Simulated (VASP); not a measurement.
Sr: single point with PBE

Sr:

```
Sr
1.0
     4.26812    0.00000    0.00000
    -2.13406    3.69630    0.00000
     0.00000    0.00000   13.97616
Sr
4
Direct
  0.00000 0.00000 0.00000
  0.00000 0.00000 0.50000
  0.33333 0.66667 0.25000
  0.66667 0.33333 0.75000
```

This isn't the form of Sr at room conditions, which is fcc.

* Program: VASP 6.6.1
* Task: single point
* Functional: PBE
* Potentials or basis: VASP PAW PBE potentials, release 64 (Sr_sv)
* Cutoff: 520 eV
* k mesh: 9 × 9 × 3
* Occupations: fermi-dirac, width 0.08 eV
* Spin: no spin polarisation
* Dipole correction: no
* k mesh for the DOS: 14 × 14 × 5
* Occupations for the DOS: tetrahedron
* Further INCAR settings: ALGO = Normal; EDIFF = 1e-06; NBANDS = 28

* Valence electrons inside the program's atomic spheres: Sr 7.91

Levels at points of the mesh, in eV from the Fermi level:
```csv
k point,band 18,band 19,band 20,band 21,band 22,band 23
"(0.00, 0.00, 0.00)",-2.76,-2.76,-1.18,0.00,1.20,1.22
"(0.50, 0.00, 0.00)",-0.86,-0.81,-0.63,0.02,0.19,0.25
```

Run time: 5.3 min on 1 thread of Intel(R) Xeon(R) Platinum 8259CL CPU @ 2.50GHz (Skylake/Cascade Lake), with other jobs on the host, peak memory 0.52 GiB.
